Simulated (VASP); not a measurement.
Input of a VASP 6.6.1 run:

INCAR

```
SYSTEM = MnHg
PREC     = Accurate       ! precision mode
ENCUT    = 520            ! plane-wave cutoff, eV
EDIFF    = 1E-7           ! SCF threshold, eV
ISMEAR   = -1             ! smearing method
SIGMA    = 0.1            ! smearing width, eV
LREAL    = .False.        ! projectors in reciprocal space
LASPH    = .True.         ! aspherical terms in the spheres
NELM     = 100            ! most SCF steps
ALGO     = Normal         ! electronic algorithm
ISIF     = 2              ! what is computed and relaxed
LWAVE    = .False.        ! write WAVECAR
LCHARG   = .False.        ! write CHGCAR
GGA      = PE             ! functional
NBANDS   = 20             ! bands
```

Contents of KPOINTS:

```
regular mesh
0
Gamma
  10 10 10
  0 0 0
```

File POSCAR:

```
MnHg
1.0
    3.4220085827      0.0000000000      0.0000000000
    0.0000000000      3.4220085827      0.0000000000
    0.0000000000      0.0000000000      3.4220085827
Mn Hg
1 1
Direct
    0.5000000000      0.5000000000      0.5000000000
    0.0000000000      0.0000000000      0.0000000000
```

Potentials or basis: VASP PAW PBE potentials, release 64 (Mn_pv, Hg).

Launch:

```sh
$ cat potpaw_PBE.64/Mn_pv/POTCAR potpaw_PBE.64/Hg/POTCAR > POTCAR
$ mpirun -np 1 vasp_std > vasp.out
```

**Question.** What does it give for the band gap on the k mesh?

**Answer.** Zero (an odd number of electrons rules out a gap without spin polarisation).

**Question.** What does it give for the pressure?

**Answer.** -17.7 GPa.

Caveat: the cell stands under tension; spin-orbit coupling is left out, which moves the levels of the heavy elements; the run has no spin polarisation, though such a crystal can be magnetic. Spin polarisation is off, so any magnetic state and its effect on volume and gap are missing.
